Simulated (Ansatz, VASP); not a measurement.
# Ba: VASP beside Ansatz

```
Ba
1.0
    10.04000    0.00000    0.00000
     0.00000   10.04000    0.00000
     0.00000    0.00000   10.04000
Ba
17
Direct
  0.98972 0.95916 0.95266
  0.50951 0.00855 0.00351
  0.99385 0.49020 0.00212
  0.01084 0.95923 0.54729
  0.29728 0.29011 0.23972
  0.51083 0.51220 0.98613
  0.49067 0.00852 0.49680
  0.70272 0.29015 0.26083
  0.00637 0.49001 0.49811
  0.24817 0.75969 0.24382
  0.24693 0.24112 0.75957
  0.48944 0.51234 0.51423
  0.75204 0.75962 0.25640
  0.75335 0.24102 0.74080
  0.26470 0.73768 0.76084
  0.73559 0.73784 0.73944
  0.99993 0.12458 0.24985
```

Alike in both runs: functional PBE; dispersion D3(BJ); k mesh 2 × 2 × 2; occupations gaussian, width 0.15 eV; no spin polarisation.

Ansatz relaxed the structure, and its values are those at the end. VASP's run is a single point on that final structure, the one shown.

|  | VASP | Ansatz |
| --- | --- | --- |
| version | VASP 6.6.1 | Ansatz 0.2.0 |
| potentials or method | VASP PAW PBE potentials, release 64 (Ba_sv), cutoff 400 eV | scalar-relativistic, plane waves, PAW |
| valence electrons in the cell | 170 | 170 |

Ansatz gave:

```
rms of the force components (eV/Å) : 0.007
```

Problem. Estimate VASP's values.

Solution. rms of the force components (eV/Å): 0.012.

Spin-orbit coupling is off throughout.
